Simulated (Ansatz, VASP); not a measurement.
Given: the input of a run of Ansatz 0.2.0 on SiC.

File input.yaml:

```yaml
crystal:
  lattice:
    - [3.0129072637, 0.0, 0.0]
    - [-1.5064536318, 2.6092542296, 0.0]
    - [0.0, 0.0, 9.8650653976]
  atoms:
    - { symbol: Si, position: [0.0, 0.0, 0.18789438] }
    - { symbol: Si, position: [0.0, 0.0, 0.68789438] }
    - { symbol: Si, position: [0.3333333333, 0.6666666667, 0.43784198] }
    - { symbol: Si, position: [0.6666666667, 0.3333333333, 0.93784198] }
    - { symbol: C, position: [0.0, 0.0, 0.00046005] }
    - { symbol: C, position: [0.0, 0.0, 0.50046005] }
    - { symbol: C, position: [0.3333333333, 0.6666666667, 0.24980259] }
    - { symbol: C, position: [0.6666666667, 0.3333333333, 0.74980259] }
hamiltonian:
  xc: pbesol
  pseudopotentials: { kind: paw }
  dispersion: d4
kpoints:
  mp_grid: { grid: [10, 10, 3] }
scf:
  occupations: { method: fermi_dirac, width: 0.05 }
output:
  forces: true
  stress: true
  eigenvalues: true
```

Potentials or basis: Ansatz PAW.

Run with:

```sh
$ ansatz run input.yaml --threads 2 --pin off --max-ram 5120MiB --backend cpu --events-out ev --progress --plain --runs-dir out
```

Task: Set up the same calculation for VASP 6.6.1. Potentials there: VASP PAW PBE potentials, release 64 (Si, C).

Result: As run (the cutoff follows the program's own potentials):

INCAR

```
SYSTEM = SiC
PREC = Accurate
ENCUT = 520
EDIFF = 1E-7
ISMEAR = -1
SIGMA = 0.05
LREAL = .FALSE.
LASPH = .TRUE.
NELM = 100
ALGO = Normal
ISIF = 2
LWAVE = .FALSE.
LCHARG = .FALSE.
GGA = PS
IVDW = 13
NBANDS = 26
```

File KPOINTS:

```
Automatic mesh
0
G
  10 10 3
  0 0 0
```

The input POSCAR:

```
SiC
1.0
    3.0129072637      0.0000000000      0.0000000000
   -1.5064536318      2.6092542296      0.0000000000
    0.0000000000      0.0000000000      9.8650653976
Si C
4 4
Direct
    0.0000000000      0.0000000000      0.1878943800
    0.0000000000      0.0000000000      0.6878943800
    0.3333333333      0.6666666667      0.4378419800
    0.6666666667      0.3333333333      0.9378419800
    0.0000000000      0.0000000000      0.0004600500
    0.0000000000      0.0000000000      0.5004600500
    0.3333333333      0.6666666667      0.2498025900
    0.6666666667      0.3333333333      0.7498025900
```

Potentials or basis: VASP PAW PBE potentials, release 64 (Si, C).

The run is started by

```bash
$ cat potpaw_PBE.64/Si/POTCAR potpaw_PBE.64/C/POTCAR > POTCAR
$ mpirun -np 1 vasp_std > vasp.out
```

Both were run:

|  | VASP | Ansatz | Ansatz less VASP |
| --- | --- | --- | --- |
| gap on the k mesh at the Fermi level (eV) | 2.12 | 2.13 | +0.008 |
| least direct gap on the mesh (eV) | 3.26 | 3.27 | +0.010 |
| pressure (GPa) | 13.7 | 13.3 | -0.40 |
| traceless stress, the component that is largest in VASP (GPa) | -0.24 | -0.24 | +0.002 |
| rms of the force components (eV/Å) | 0.009 | 0.010 | +0.0001 |

VASP's potentials were made for PBE, not for PBEsol. Atom by atom the forces differ by 0.001 eV/Å (rms over components).

Noted on Ansatz's run: odd divisions of the mesh miss points on the zone boundary, where band edges often lie, so the gap on the mesh can be too wide.
